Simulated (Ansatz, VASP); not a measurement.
## BN in VASP and in Ansatz

```
B N
1.0
    -2.50644    0.00000    0.00000
    -1.25322   -2.17064    0.00000
     0.00000    0.00000   13.08369
B N
4 4
Direct
  0.33333 0.33333 0.88503
  0.33333 0.33333 0.37930
  0.66667 0.66667 0.12643
  0.66667 0.66667 0.63217
  0.33333 0.33333 0.12643
  0.33333 0.33333 0.63217
  0.66667 0.66667 0.88503
  0.66667 0.66667 0.37930
```

Alike in both runs: task single point; functional PBE; dispersion D3(BJ); k mesh 10 × 10 × 2; occupations gaussian, width 0.05 eV; no spin polarisation.

|  | VASP | Ansatz |
| --- | --- | --- |
| version | VASP 6.6.1 | Ansatz 0.2.0 |
| potentials or method | VASP PAW PBE potentials, release 64 (B, N), cutoff 520 eV | scalar-relativistic, plane waves, PAW |
| valence electrons in the cell | 32 | 32 |

VASP gave:

| Property | Result |
| --- | --- |
| gap on the k mesh at the Fermi level (eV) | 4.19 |
| least direct gap on the mesh (eV) | 4.63 |
| pressure (GPa) | 0.2 |
| traceless stress, the component that is largest in VASP (GPa) | 0.08 |
| rms of the force components (eV/Å) | 0.014 |

Question: What did Ansatz give for the same quantities?

Answer: gap on the k mesh at the Fermi level (eV): 4.20; least direct gap on the mesh (eV): 4.64; pressure (GPa): 0.1; traceless stress, the component that is largest in VASP (GPa): 0.28; rms of the force components (eV/Å): 0.014.

Atom by atom the forces differ by 0.000 eV/Å (rms over components).
